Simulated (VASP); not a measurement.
# TaO (P6/mmm) in VASP: settings compared, part 2 of 2

VASP 6.6.1.

### 3 Single point, PBE-based screened hybrid with 25 % exact exchange

This run uses another cell than the first one, of 15.69 Å³/atom.

The input, POSCAR:

```
TaO
1.0
    3.0661100000      0.0000000000      0.0000000000
   -1.5330600000      2.6553300000      0.0000000000
    0.0000000000      0.0000000000      3.8550200000
Ta O
1 1
Direct
    0.0000000000      0.0000000000      0.5000000000
    0.0000000000      0.0000000000      0.0000000000
```

The input, INCAR.step1:

```
SYSTEM = TaO
ALGO = Normal
EDIFF = 1E-5
ENCUT = 520
GGA = PE
GGA_COMPAT = .False.
ISIF = 2
ISMEAR = -1
LASPH = .True.
LCHARG = .False.
LREAL = .False.
LWAVE = .True.
NBANDS = 16
NELM = 120
PREC = Accurate
SIGMA = 0.05
```

The input, INCAR.step2:

```
SYSTEM = TaO
AEXX = 0.25
ALGO = Normal
EDIFF = 1E-6
ENCUT = 520
GGA = PE
GGA_COMPAT = .False.
HFSCREEN = 0.3
ISIF = 2
ISMEAR = -1
ISTART = 1
LASPH = .True.
LCHARG = .False.
LHFCALC = .True.
LREAL = .False.
LWAVE = .False.
NBANDS = 16
NELM = 120
PREC = Accurate
PRECFOCK = Normal
SIGMA = 0.05
```

The input, KPOINTS:

```
k-points
0
Gamma
  5 5 4
  0 0 0
```

Potentials or basis: VASP PAW PBE potentials, release 64 (Ta_sv_GW, O).

Run with:

```bash
$ cat potpaw_PBE.64/Ta_sv_GW/POTCAR potpaw_PBE.64/O/POTCAR > POTCAR
$ cp INCAR.step1 INCAR
$ mpirun -np 1 vasp_std > vasp.out
$ cp INCAR.step2 INCAR
$ mpirun -np 1 vasp_std > vasp.out
```

OUTCAR:

```text
SYSTEM = TaO
   AEXX = 0.25
   EDIFF = 1E-6
   ENCUT = 520
   GGA = PE
   HFSCREEN = 0.3
   ISIF = 2
   ISMEAR = -1
   ISTART = 1
   LASPH = .True.
   LHFCALC = .True.
   LREAL = .False.
   NELM = 120
   PREC = Accurate
   PRECFOCK = Normal

 ion  position               nearest neighbor table
   1  0.000  0.000  0.500-   2 1.93   2 1.93
   2  0.000  0.000  0.000-   1 1.93   1 1.93

  LATTYP: Found a hexagonal cell.
 ALAT       =     3.0661100000
 C/A-ratio  =     1.2572999664

  Lattice vectors:

 A1 = (   3.0661100000,   0.0000000000,   0.0000000000)
 A2 = (  -1.5330600000,   2.6553300000,   0.0000000000)
 A3 = (   0.0000000000,   0.0000000000,   3.8550200000)

Analysis of symmetry for initial positions (statically):
=====================================================================
 Subroutine PRICEL returns:
 Original cell was already a primitive cell.

 Routine SETGRP: Setting up the symmetry group for a
 hexagonal supercell.

 Subroutine GETGRP returns: Found 24 space group operations
 (whereof 24 operations were pure point group operations)
 out of a pool of 24 trial point group operations.

The static configuration has the point symmetry D_6h.

Analysis of symmetry for dynamics (positions and initial velocities):
=====================================================================
 Subroutine PRICEL returns:
 Original cell was already a primitive cell.

 Routine SETGRP: Setting up the symmetry group for a
 hexagonal supercell.

 Subroutine GETGRP returns: Found 24 space group operations
 (whereof 24 operations were pure point group operations)
 out of a pool of 24 trial point group operations.

The dynamic configuration has the point symmetry D_6h.

 Subroutine INISYM returns: Found 24 space group operations
 (whereof 24 operations are pure point group operations),
 and found     1 'primitive' translations

----------------------------------------------------------------------------------------

                                     Primitive cell

  volume of cell :      31.3858

  direct lattice vectors                    reciprocal lattice vectors
     3.066110000  0.000000000  0.000000000     0.326146159  0.188301127  0.000000000
    -1.533060000  2.655330000  0.000000000     0.000000000  0.376601025  0.000000000
     0.000000000  0.000000000  3.855020000     0.000000000  0.000000000  0.259402026

  length of vectors
     3.066110000  3.066113235  3.855020000     0.376601423  0.376601025  0.259402026

  position of ions in fractional coordinates (direct lattice)
     0.000000000  0.000000000  0.500000000
     0.000000000  0.000000000  0.000000000

  ion indices of the primitive-cell ions
   primitive index   ion index
                 1           1
                 2           2

----------------------------------------------------------------------------------------

 KPOINTS: k-points

Automatic generation of k-mesh.
 Grid dimensions read from file:
 generate k-points for:    5    5    4

[... 27 lines left out ...]
  0.400000 -0.000000  0.250000     12.000000
  0.200000  0.200000  0.250000     12.000000
  0.400000  0.200000  0.250000     12.000000
  0.000000  0.000000  0.500000      1.000000
  0.200000 -0.000000  0.500000      6.000000
  0.400000 -0.000000  0.500000      6.000000
  0.200000  0.200000  0.500000      6.000000
  0.400000  0.200000  0.500000      6.000000
   k-points           NKPTS =     15   k-points in BZ     NKDIM =    100   number of bands    NBANDS=     16
   number of dos      NEDOS =    301   number of ions     NIONS =      2
   total plane-waves  NPLWV =  17280
   dimension x,y,z NGX =    24 NGY =   24 NGZ =   30
   dimension x,y,z NGXF=    48 NGYF=   48 NGZF=   60
   ions per type =               1   1
   NGX,Y,Z   is equivalent  to a cutoff of  13.01, 13.01, 12.94 a.u.
   NGXF,Y,Z  is equivalent  to a cutoff of  26.03, 26.03, 25.87 a.u.
 SYSTEM =  TaO
   PREC   = accura    normal or accurate (medium, high low for compatibility)
   ISTART =      1    job   : 0-new  1-cont  2-samecut
   ICHARG =      0    charge: 1-file 2-atom 10-const
   ISPIN  =      1    spin polarized calculation?
   LNONCOLLINEAR =      F non collinear calculations
   LSORBIT =      F    spin-orbit coupling
   LASPH  =      T    aspherical Exc in radial PAW
   ENCUT  =  520.0 eV  38.22 Ry    6.18 a.u.   5.70  5.70  7.17*2*pi/ulx,y,z
   NELM   =    120;   NELMIN=  2; NELMDL=  0     # of ELM steps
   EDIFF  = 0.1E-05   stopping-criterion for ELM
   LREAL  =      F    real-space projection
   EDIFFG = 0.1E-04   stopping-criterion for IOM
   NSW    =      0    number of steps for IOM
   IBRION =     -1    ionic relax: 0-MD 1-quasi-New 2-CG
   NFREE  =      0    steps in history (QN), initial steepest desc. (CG)
   ISIF   =      2    stress and relaxation
   ISYM   =      3    0-nonsym 1-usesym 2-fastsym
   POTIM  = 0.5000    time-step for ionic-motion
   TEBEG  =    0.0;   TEEND  =   0.0 temperature during run
   PSTRESS=    0.0 pullay stress
   NELECT =      19.0000    total number of electrons
   NUPDOWN=      -1.0000    fix difference up-down
   EMIN   =  10.00;   EMAX   =-10.00  energy-range for DOS
   EFERMI =   0.00;   METHOD = LEGACY
   ISMEAR =    -1;   SIGMA  =   0.05  broadening in eV -4-tet -1-fermi 0-gaus
   EFERMI_NEDOS =   21; number of points for ismear=-14 and -15
   IALGO  =     38    algorithm
   IMIX   =      1    mixing-type and parameters
     AMIX     =   0.40;   BMIX     =  1.00
     AMIX_MAG =   1.60;   BMIX_MAG =  1.00
  volume/ion in A,a.u.               =      15.69       105.90
  Fermi-wavevector in a.u.,A,eV,Ry     =   1.384889  2.617061 26.094865  1.917919
  Thomas-Fermi vector in A             =   2.509351
   LORBIT       =      0    0 simple, 1 ext, 2 COOP (PROOUT), +10 PAW based schemes
   GGA     = PE    functional components
   LHFCALC =     T    Hartree Fock is set to
   PRECFOCK=normal    Normal, Fast or Accurate (Low or Medium for compatibility)
   ENCUT4O =  -1.0   cutoff for four orbital integrals eV
   NKREDX  =     1    reduce k-point grid by
   NKREDY  =     1    reduce k-point grid by
   NKREDZ  =     1    reduce k-point grid by
   AEXX    =    0.2500 exact exchange contribution
   HFSCREEN=    0.3000 screening length (either q_TF or 0.3 A-1)
   HFSCREENC=   0.3000 screening length for correlation (either q_TF or 0.3 A-1)
   ENCUTFOCK=  -1.0 apply spherical cutoff to Coloumb kernel
   IVDW    =     0    specifies the selected vdW correction
   LEPSILON=     F    determine dielectric tensor
   LRPA    =     F    only Hartree local field effects (RPA)
 non-spin polarized calculation
  energy-cutoff  :      520.00
  volume of cell :       31.39
 maximum number of plane-waves:       858
 NGX is ok and might be reduce to    24
  NGX = 18; NGY = 18; NGZ = 24

 number of electron      19.0000006 magnetization

 Free energy of the ion-electron system (eV)
  ---------------------------------------------------
  ext. energy  EPLUGINS =         0.00000000
  ---------------------------------------------------
  free energy    TOTEN  =       -25.14524714 eV

  energy without entropy =      -25.13796857  energy(sigma->0) =      -25.14160785

 E-fermi :   6.4227     XC(G=0):  -9.3925

 val. band max:        6.2475317825   @ k =   0.2000  -0.0000   0.5000
 cond. band min:       6.4479460884   @ k =   0.4000  -0.0000   0.0000
 fundamental gap:      0.2004143059
 Fermi energy:         6.4226767389

 k-point     1 :       0.0000    0.0000    0.0000
  band No.  band energies     occupation
      1     -65.7623      2.00000
      2     -31.0573      2.00000
      3     -30.2577      2.00000
      4     -30.2577      2.00000
      5     -15.4117      2.00000
      6       0.4882      2.00000
[... 262 lines left out ...]
      3     -30.8385      2.00000
      4     -30.5479      2.00000
      5     -13.2112      2.00000
      6      -2.1321      2.00000
[... 8 lines left out ...]
     15      17.6821      0.00000
     16      19.1717      0.00000

------------------------ aborting loop because EDIFF is reached ----------------------------------------

  FORCE on cell =-STRESS in cart. coord.  units (eV):
  Direction    XX          YY          ZZ          XY          YZ          ZX
  --------------------------------------------------------------------------------------
  -------------------------------------------------------------------------------------
  Total       -0.5907506     -0.5907510     -2.6206585      0.0000011      0.0000000      0.0000000
  in kB      -30.1565655    -30.1565848   -133.7790619      0.0000568      0.0000000      0.0000000
  external PRESSURE =     -64.6974041 kB  Pullay stress =       0.0000000 kB

 VOLUME and BASIS-vectors are now :
 -----------------------------------------------------------------------------
  energy-cutoff  :      520.00
  volume of cell :       31.39
      direct lattice vectors                 reciprocal lattice vectors
     3.066110000  0.000000000  0.000000000     0.326146159  0.188301127  0.000000000
    -1.533060000  2.655330000  0.000000000     0.000000000  0.376601025  0.000000000
     0.000000000  0.000000000  3.855020000     0.000000000  0.000000000  0.259402026

 POSITION                                       TOTAL-FORCE (eV/Angst)
 -----------------------------------------------------------------------------------
      0.00000      0.00000      1.92751        -0.000000      0.000000      0.000000
      0.00000      0.00000      0.00000         0.000000      0.000000      0.000000
 -----------------------------------------------------------------------------------
    total drift:                                0.000000     -0.000000      0.000000

  FREE ENERGIE OF THE ION-ELECTRON SYSTEM (eV)
  ---------------------------------------------------
  free  energy   TOTEN  =       -25.1452471442 eV

  energy  without entropy=      -25.1379685653  energy(sigma->0) =      -25.14160785
```

Run time: 14 min. Hardware: 1 thread of AMD EPYC 9R45 (Zen 5), shared host; peak memory 0.23 GiB.

What came out:

```yaml
Free_energy: -25.1452 eV
Pressure: -6.5 GPa
Band_gap_on_the_k_mesh: zero (an odd number of electrons rules out a gap without spin polarisation)
```

Levels at points of the mesh, in eV from the Fermi level:
```
           k point  band 6  band 7  band 8  band 9  band 10  band 11  band 12  band 13
(0.00, 0.00, 0.00)   -5.93   -4.46   -3.06   -3.06     0.69     0.69     3.74     3.74
(0.00, 0.00, 0.50)   -9.05   -5.58   -4.17   -4.17     0.79     0.79     4.47     6.34
```

Caveat: the k points lie up to 0.47 Å⁻¹ apart, too coarse for converged energies and pressures of a metal; the PAW data sets were made with another functional, which shifts forces and pressure a little; spin-orbit coupling is left out, which moves the levels of the heavy elements; an odd number of electrons without spin polarisation forces a metal; a magnetic or distorted state may lie lower.

### 4 Single point, HSE06

This run uses another cell than the first one, of 15.69 Å³/atom.

POSCAR is that of step 3.

The input, INCAR.step1:

```
PREC     = Accurate       # precision mode
ENCUT    = 520            # plane-wave cutoff, eV
EDIFF    = 1E-5           # SCF threshold, eV
ISMEAR   = -1             # smearing method
SIGMA    = 0.05           # smearing width, eV
LREAL    = F              # projectors in reciprocal space
LASPH    = T              # aspherical terms in the spheres
NELM     = 120            # most SCF steps
ALGO     = Normal         # electronic algorithm
ISIF     = 2              # what is computed and relaxed
LWAVE    = T              # write WAVECAR
LCHARG   = F              # write CHGCAR
GGA      = PE             # functional
NBANDS   = 16             # bands
GGA_COMPAT= F
```

The input, INCAR.step2:

```
PREC     = Accurate       # precision mode
ENCUT    = 520            # plane-wave cutoff, eV
EDIFF    = 1E-6           # SCF threshold, eV
ISMEAR   = -1             # smearing method
SIGMA    = 0.05           # smearing width, eV
LREAL    = F              # projectors in reciprocal space
LASPH    = T              # aspherical terms in the spheres
NELM     = 120            # most SCF steps
ALGO     = Normal         # electronic algorithm
ISIF     = 2              # what is computed and relaxed
LWAVE    = F              # write WAVECAR
LCHARG   = F              # write CHGCAR
GGA      = PE             # functional
LHFCALC  = T              # exact exchange
HFSCREEN = 0.2079         # screening, 1/A
PRECFOCK = Normal       
ISTART   = 1            
NBANDS   = 16             # bands
GGA_COMPAT= F
```

The input, KPOINTS:

```
Automatic mesh
0
Gamma
  5 5 4
```

Potentials or basis: VASP PAW PBE potentials, release 64 (Ta_sv_GW, O).

Run with:

```bash
$ cat potpaw_PBE.64/Ta_sv_GW/POTCAR potpaw_PBE.64/O/POTCAR > POTCAR
$ cp INCAR.step1 INCAR
$ mpirun -np 1 vasp_std > vasp.out
$ cp INCAR.step2 INCAR
$ mpirun -np 1 vasp_std > vasp.out
```

OUTCAR:

```text
PREC = Accurate
   ENCUT = 520
   EDIFF = 1E-6
   ISMEAR = -1
   LREAL = F
   LASPH = T
   NELM = 120
   ISIF = 2
   GGA = PE
   LHFCALC = T
   HFSCREEN = 0.2079
   PRECFOCK = Normal
   ISTART = 1

 ion  position               nearest neighbor table
   1  0.000  0.000  0.500-   2 1.93   2 1.93
   2  0.000  0.000  0.000-   1 1.93   1 1.93

  LATTYP: Found a hexagonal cell.
 ALAT       =     3.0661100000
 C/A-ratio  =     1.2572999664

  Lattice vectors:

 A1 = (   3.0661100000,   0.0000000000,   0.0000000000)
 A2 = (  -1.5330600000,   2.6553300000,   0.0000000000)
 A3 = (   0.0000000000,   0.0000000000,   3.8550200000)

Analysis of symmetry for initial positions (statically):
=====================================================================
 Subroutine PRICEL returns:
 Original cell was already a primitive cell.

 Routine SETGRP: Setting up the symmetry group for a
 hexagonal supercell.

[... 159 lines left out ...]
  ---------------------------------------------------
  free energy    TOTEN  =       -25.67461153 eV

  energy without entropy =      -25.66993434  energy(sigma->0) =      -25.67227294

 E-fermi :   6.5081     XC(G=0):  -9.2445

 val. band max:        6.1972008324   @ k =   0.2000  -0.0000   0.5000
 cond. band min:       6.5471043269   @ k =   0.4000  -0.0000   0.0000
 fundamental gap:      0.3499034945
 Fermi energy:         6.5080506628

 k-point     1 :       0.0000    0.0000    0.0000
  band No.  band energies     occupation
      1     -65.9609      2.00000
      2     -31.2570      2.00000
      3     -30.4503      2.00000
      4     -30.4503      2.00000
      5     -15.6007      2.00000
      6       0.2953      2.00000
[... 262 lines left out ...]
      3     -31.0338      2.00000
      4     -30.7409      2.00000
      5     -13.3910      2.00000
      6      -2.3127      2.00000
[... 8 lines left out ...]
     15      17.7979      0.00000
     16      19.3146      0.00000

------------------------ aborting loop because EDIFF is reached ----------------------------------------

  FORCE on cell =-STRESS in cart. coord.  units (eV):
  Direction    XX          YY          ZZ          XY          YZ          ZX
  --------------------------------------------------------------------------------------
  -------------------------------------------------------------------------------------
  Total       -0.6261794     -0.6261798     -2.7040515      0.0000012      0.0000000      0.0000000
  in kB      -31.9651292    -31.9651497   -138.0360990      0.0000602      0.0000000      0.0000000
  external PRESSURE =     -67.3221260 kB  Pullay stress =       0.0000000 kB

 VOLUME and BASIS-vectors are now :
 -----------------------------------------------------------------------------
  energy-cutoff  :      520.00
  volume of cell :       31.39
      direct lattice vectors                 reciprocal lattice vectors
     3.066110000  0.000000000  0.000000000     0.326146159  0.188301127  0.000000000
    -1.533060000  2.655330000  0.000000000     0.000000000  0.376601025  0.000000000
     0.000000000  0.000000000  3.855020000     0.000000000  0.000000000  0.259402026

 POSITION                                       TOTAL-FORCE (eV/Angst)
 -----------------------------------------------------------------------------------
      0.00000      0.00000      1.92751         0.000000      0.000000      0.000000
      0.00000      0.00000      0.00000         0.000000      0.000000      0.000000
 -----------------------------------------------------------------------------------
    total drift:                                0.000000      0.000000     -0.000000

  FREE ENERGIE OF THE ION-ELECTRON SYSTEM (eV)
  ---------------------------------------------------
  free  energy   TOTEN  =       -25.6746115345 eV

  energy  without entropy=      -25.6699343446  energy(sigma->0) =      -25.67227294
```

OUTCAR.step1:

```text
PREC = Accurate
   ENCUT = 520
   EDIFF = 1E-5
   ISMEAR = -1
   LREAL = F
[... 496 lines left out ...]
      0.00000      0.00000      1.92751        -0.000000      0.000000      0.000000
      0.00000      0.00000      0.00000         0.000000      0.000000      0.000000
 -----------------------------------------------------------------------------------
    total drift:                               -0.000000      0.000000      0.000000

  FREE ENERGIE OF THE ION-ELECTRON SYSTEM (eV)
  ---------------------------------------------------
  free  energy   TOTEN  =       -22.2011320330 eV

  energy  without entropy=      -22.1829588375  energy(sigma->0) =      -22.19204544
```

Run time: 29 min. Hardware: 1 thread of Intel Xeon Platinum 8259CL at 2.50GHz (Skylake/Cascade Lake), shared host; peak memory 0.27 GiB.

Results:

| Property | Result |
| --- | --- |
| Free energy | -25.6746 eV |
| Pressure | -6.7 GPa |
| Band gap on the k mesh | zero (an odd number of electrons rules out a gap without spin polarisation) |

Stress tensor (GPa, compression positive):
```
 -3.20   0.00   0.00
  0.00  -3.20   0.00
  0.00   0.00 -13.80
```

Caveat: the k points lie up to 0.47 Å⁻¹ apart, too coarse for converged energies and pressures of a metal; the PAW data sets were made with another functional, which shifts forces and pressure a little; spin-orbit coupling is left out, which moves the levels of the heavy elements; an odd number of electrons without spin polarisation forces a metal; a magnetic or distorted state may lie lower.

### 5 Overview

```csv
level,cell,screening parameter,gap on the mesh (eV),pressure (GPa)
PBEsol-based screened hybrid with 25 % exact exchange,"a = 3.019, b = 3.019, c = 3.803 Å, angles 90.0, 90.0, 120.0°, 2 atoms",0.207 1/Å,none,-2.1
PBE-based screened hybrid with 25 % exact exchange,"a = 3.066, b = 3.066, c = 3.855 Å, angles 90.0, 90.0, 120.0°, 2 atoms",0.3 1/Å,none,-6.5
HSE06,"a = 3.066, b = 3.066, c = 3.855 Å, angles 90.0, 90.0, 120.0°, 2 atoms",0.2079 1/Å,none,-6.7
```

Alike in all rows: task single point; potentials or basis VASP PAW PBE potentials, release 64 (Ta_sv_GW, O); no spin polarisation; k mesh 5 × 5 × 4; cutoff (eV) 520; smearing fermi-dirac 0.05 eV.

Caveats: all runs use coarse meshes; the PAW data sets were made with another functional, which shifts forces and pressure a little; spin-orbit coupling is left out, which moves the levels of the heavy elements; an odd number of electrons without spin polarisation forces a metal; a magnetic or distorted state may lie lower.

Absolute energies hang on the potentials; compare differences alone.

The gap in the log of VASP goes by the Fermi energy; the results here count the filled bands.